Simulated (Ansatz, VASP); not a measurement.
Mg2Sn in VASP and in Ansatz

```
Mg Sn
1.0
     0.00000    3.44700    3.44700
     3.44700    0.00000    3.44700
     3.44700    3.44700    0.00000
Mg Sn
2 1
Cartesian
  1.7235 1.7235 1.7235
  5.1705 5.1705 5.1705
  0.0000 0.0000 0.0000
```

Alike in both runs: task single point; functional r2SCAN; k mesh 10 × 10 × 10; occupations gaussian, width 0.01 eV; no spin polarisation.

```csv
,VASP,Ansatz
version,VASP 6.6.1,Ansatz 0.2.0
potentials or method,"VASP PAW PBE potentials, release 64 (Mg, Sn_d), cutoff 660 eV","scalar-relativistic, plane waves, PAW"
valence electrons in the cell,18,34
```

```csv
,VASP,Ansatz,Ansatz less VASP
gap on the k mesh at the Fermi level (eV),0.07,0.10,+0.023
least direct gap on the mesh (eV),1.65,1.66,+0.012
pressure (GPa),-2.5,-2.4,+0.17
```

VASP's potentials were made for PBE, not for r2SCAN. With one functional, cell and mesh, what is left measures potentials, basis and numerics. VASP's potentials hold 18 valence electrons a cell and Ansatz's 34, so a difference there can come from the potentials and not from the codes.
